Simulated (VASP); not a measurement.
Here is a VASP 6.6.1 calculation.

The input INCAR:

```
PREC = Accurate
ENCUT = 600
EDIFF = 1E-7
ISMEAR = 0
SIGMA = 0.1
LREAL = F
LASPH = T
NELM = 60
ALGO = Normal
ISIF = 3
LWAVE = F
LCHARG = F
GGA = PE
IBRION = 2
NSW = 90
EDIFFG = -0.04
```

KPOINTS

```
Automatic mesh
0
Gamma
  6 6 4
```

File POSCAR:

```
InB2As3
1.0
    1.8410992792     -6.6989335198      0.0000000000
    1.8410992792      6.6989335198      0.0000000000
    0.0000000000      0.0000000000      5.2110750090
In B As
1 2 3
Direct
    0.0000000000      0.0000000000      0.0000000000
    0.0815660224      0.9184339776      0.5000000000
    0.9184339776      0.0815660224      0.5000000000
    0.5000000000      0.5000000000      0.5000000000
    0.3082395397      0.6917604603      0.0000000000
    0.6917604603      0.3082395397      0.0000000000
```

Potentials or basis: VASP PAW PBE potentials, release 64 (In_d, B, As).

Launch:

```console
$ cat potpaw_PBE.64/In_d/POTCAR potpaw_PBE.64/B/POTCAR potpaw_PBE.64/As/POTCAR > POTCAR
$ mpirun -np 1 vasp_std > vasp.out
```

What does it give for the relaxed cell?

a = 7.348 Å, b = 7.348 Å, c = 5.023 Å, α = 90.00°, β = 90.00°, γ = 152.82°.

Predict the space group after relaxing (to 0.1 Å).

Cmmm (No. 65).

Predict the band gap on the k mesh.

zero (bands 17 and 18 overlap by 2.71 eV).

What does it give for the relaxed volume?

20.65 Å³/atom.

Stress tensor (GPa, compression positive):
```
-0.21  0.00  0.00
 0.00 -0.02  0.00
 0.00  0.00  0.16
```

Caveat: spin-orbit coupling is left out, which moves the levels of the heavy elements.
